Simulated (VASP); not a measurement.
A run of VASP 6.6.1 is set up as follows.

INCAR

```
PREC = Accurate
ENCUT = 520
EDIFF = 1E-6
ISMEAR = 0
SIGMA = 0.05
LREAL = False
LASPH = True
NELM = 80
ALGO = Normal
ISIF = 2
LWAVE = False
LCHARG = False
GGA = PS
NBANDS = 11
```

The input KPOINTS:

```
regular mesh
0
Gamma
  12 12 12
```

The input POSCAR:

```
BN
1.0
    1.2511217832      0.7223354983      3.3729344033
   -1.2511217832      0.7223354983      3.3729344033
    0.0000000000     -1.4446709967      3.3729344033
B N
1 1
Direct
    0.9996712000      0.9996712000      0.9996712000
    0.3661924506      0.3238040842      0.3082888652
```

Potentials or basis: VASP PAW PBE potentials, release 64 (B, N).

The run is started by

```bash
$ cat potpaw_PBE.64/B/POTCAR potpaw_PBE.64/N/POTCAR > POTCAR
$ mpirun -np 1 vasp_std > vasp.out
```

Q: Estimate the largest force.

A: 3.431 eV/Å.

Q: Predict the band gap on the k mesh.

A: 3.66 eV, indirect (least direct gap 4.54 eV).

Q: What does it give for the pressure?

A: 3.3 GPa.

Stress tensor (GPa, compression positive):
```
11.10  7.20  0.01
 7.20 -1.64  0.01
 0.01  0.01  0.33
```

Caveat: the cell differs from its parent crystal (all N atoms moved +0.075 Å, as atom 2 along Cartesian [1 1 0]); the PAW data sets were made with another functional, which shifts forces and pressure a little. A k mesh can miss the band edges.
